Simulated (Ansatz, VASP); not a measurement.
One calculation of Pb, two programs

INCAR

```
SYSTEM = Pb
  PREC = Accurate
  ENCUT = 520
  EDIFF = 1E-6
  ISMEAR = -1
  SIGMA = 0.1
  LREAL = .FALSE.
  LASPH = .TRUE.
  NELM = 60
  ALGO = Normal
  ISIF = 2
  LWAVE = .FALSE.
  LCHARG = .FALSE.
  GGA = PS
  NBANDS = 28
```

The input KPOINTS:

```
regular mesh
0
G
  8 8 11
  0 0 0
```

The input POSCAR:

```
Pb
1.0
    5.7758289790      0.0000000000      0.0000000000
   -2.8879144895      5.0020146238      0.0000000000
    0.0000000000      0.0000000000      3.5087645414
Pb
3
Direct
    1.0000000000      1.0000000000      0.0000000000
    0.3333333333      0.6666666667      0.5000000000
    0.6666666667      0.3333333333      0.5000000000
```

Input for Ansatz:

```yaml
crystal:
  lattice:
    - [5.775828979, 0.0, 0.0]
    - [-2.8879144895, 5.0020146238, 0.0]
    - [0.0, 0.0, 3.5087645414]
  atoms:
    - { symbol: Pb, position: [1.0, 1.0, 0.0] }
    - { symbol: Pb, position: [0.3333333333, 0.6666666667, 0.5] }
    - { symbol: Pb, position: [0.6666666667, 0.3333333333, 0.5] }
hamiltonian:
  xc: pbesol
  pseudopotentials:
    kind: paw
    azcp:
      Pb: "pseudopotentials/Pb.paw.azcp"
basis:
  ecutwfc: 420
  fft_grid_basis: typed
kpoints:
  mp_grid: { grid: [8, 8, 11], shift: [0, 0, 0] }
magnetization:
  spin_polarized: false
scf:
  occupations: { method: fermi_dirac, width: 0.1 }
  lower_state_search: "off"
output:
  stress: true
```

Alike in both runs: task single point; functional PBEsol; k mesh 8 × 8 × 11; occupations fermi-dirac, width 0.1 eV; no spin polarisation.

```csv
,VASP,Ansatz
version,VASP 6.6.1,Ansatz 0.2.0
potentials or method,"VASP PAW PBE potentials, release 64 (Pb_d), cutoff 520 eV","plane waves (420 eV) with PAW, scalar-relativistic"
valence electrons in the cell,42,42
```

|  | VASP | Ansatz | Ansatz less VASP |
| --- | --- | --- | --- |
| pressure (GPa) | -4.1 | -4.0 | +0.06 |
| traceless stress, the component that is largest in VASP (GPa) | -0.27 | -0.28 | -0.006 |

VASP's potentials were made for PBE, not for PBEsol, and Ansatz warns of the same on its side. With one functional, cell and mesh, what is left measures potentials, basis and numerics.

Spin-orbit coupling is off throughout.
